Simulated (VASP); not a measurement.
Write the native input for VASP 6.6.1 that does the following.

| Quantity | Value |
| --- | --- |
| Task | single point |
| Functional | PBEsol |
| Potentials or basis | VASP PAW PBE potentials, release 64 (In_d, Se) |
| Cutoff | 520 eV |
| k mesh | 10 × 10 × 10 |
| Occupations | methfessel-paxton, width 0.01 eV |
| Spin | no spin polarisation |
| Dipole correction | no |
| Further INCAR settings | ALGO = Normal; EDIFF = 1e-07; NBANDS = 30 |

The structure of In3Se lies in POSCAR:

```
In3Se
1.0
    4.8037580000      0.0000000000      0.0000000000
    0.0000000000      4.8037580000      0.0000000000
    0.0000000000      0.0000000000      4.8037580000
In Se
3 1
Direct
    0.0000000000      0.5000000000      0.5000000000
    0.5000000000      0.0000000000      0.5000000000
    0.5000000000      0.5000000000      0.0000000000
    0.0000000000      0.0000000000      0.0000000000
```

These files were run (other wordings do the same):

INCAR

```
  PREC = Accurate
  ENCUT = 520
  EDIFF = 1E-7
  ISMEAR = 1
  SIGMA = 0.01
  LREAL = False
  LASPH = True
  NELM = 100
  ALGO = Normal
  ISIF = 2
  LWAVE = False
  LCHARG = False
  GGA = PS
  NBANDS = 30
```

KPOINTS

```
regular mesh
0
Gamma
  10 10 10
```

Potentials or basis: VASP PAW PBE potentials, release 64 (In_d, Se).

Run with:

```bash
$ cat potpaw_PBE.64/In_d/POTCAR potpaw_PBE.64/Se/POTCAR > POTCAR
$ mpirun -np 1 vasp_std > vasp.out
```

Results of the run:

* Pressure: -3.0 GPa

Caveat: the PAW data sets were made with another functional, which shifts forces and pressure a little.

It took 3.2 min on 1 thread of AMD EPYC 7R43 64-Core Processor (Zen 3) (shared host), peak memory 0.26 GiB.
